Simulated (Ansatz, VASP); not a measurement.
# Os in VASP and in Ansatz

INCAR

```
PREC = Accurate ; ENCUT = 520
EDIFF = 1E-7 ; ISMEAR = -1
SIGMA = 0.1 ; LREAL = False
LASPH = True ; NELM = 100
ALGO = Normal ; ISIF = 2
LWAVE = False ; LCHARG = False
GGA = PE ; NBANDS = 19
```

The input KPOINTS:

```
Automatic mesh
0
Gamma
  10 10 13
```

The input POSCAR:

```
Os
1.0
    4.2654072603      0.0000000000      0.0000000000
   -2.1327036302      3.6939510449      0.0000000000
    0.0000000000      0.0000000000      2.6843023281
Os
3
Direct
    1.0000000000      1.0000000000      1.0000000000
    0.3333333333      0.6666666667      0.5000000000
    0.6666666667      0.3333333333      0.5000000000
```

Input for Ansatz:

```yaml
crystal:
  lattice:
    - [4.2654072603, 0.0, 0.0]
    - [-2.1327036302, 3.6939510449, 0.0]
    - [0.0, 0.0, 2.6843023281]
  atoms:
    - { symbol: Os, position: [1.0, 1.0, 1.0] }
    - { symbol: Os, position: [0.3333333333, 0.6666666667, 0.5] }
    - { symbol: Os, position: [0.6666666667, 0.3333333333, 0.5] }
hamiltonian:
  xc: pbe
  pseudopotentials:
    kind: paw
    azcp:
      Os: "pseudopotentials/Os.paw.azcp"
basis:
  ecutwfc: 420
  fft_grid_basis: typed
kpoints:
  mp_grid: { grid: [10, 10, 13], shift: [0, 0, 0] }
magnetization:
  spin_polarized: false
scf:
  occupations: { method: fermi_dirac, width: 0.1 }
  lower_state_search: "off"
output:
  stress: true
```

Alike in both runs: task single point; functional PBE; k mesh 10 × 10 × 13; occupations fermi-dirac, width 0.1 eV; no spin polarisation.

```csv
,VASP,Ansatz
version,VASP 6.6.1,Ansatz 0.2.0
potentials or method,"VASP PAW PBE potentials, release 64 (Os), cutoff 520 eV","plane waves (420 eV) with PAW, scalar-relativistic"
valence electrons in the cell,24,48
```

|  | VASP | Ansatz | Ansatz less VASP |
| --- | --- | --- | --- |
| pressure (GPa) | 16.7 | 16.6 | -0.09 |
| traceless stress, the component that is largest in VASP (GPa) | -0.85 | -1.07 | -0.224 |

The functional is the same, so the differences come from potentials, cutoffs and numerics. VASP's potentials hold 24 valence electrons a cell and Ansatz's 48, so a difference there can come from the potentials and not from the codes.

Neither program's run includes spin-orbit coupling.
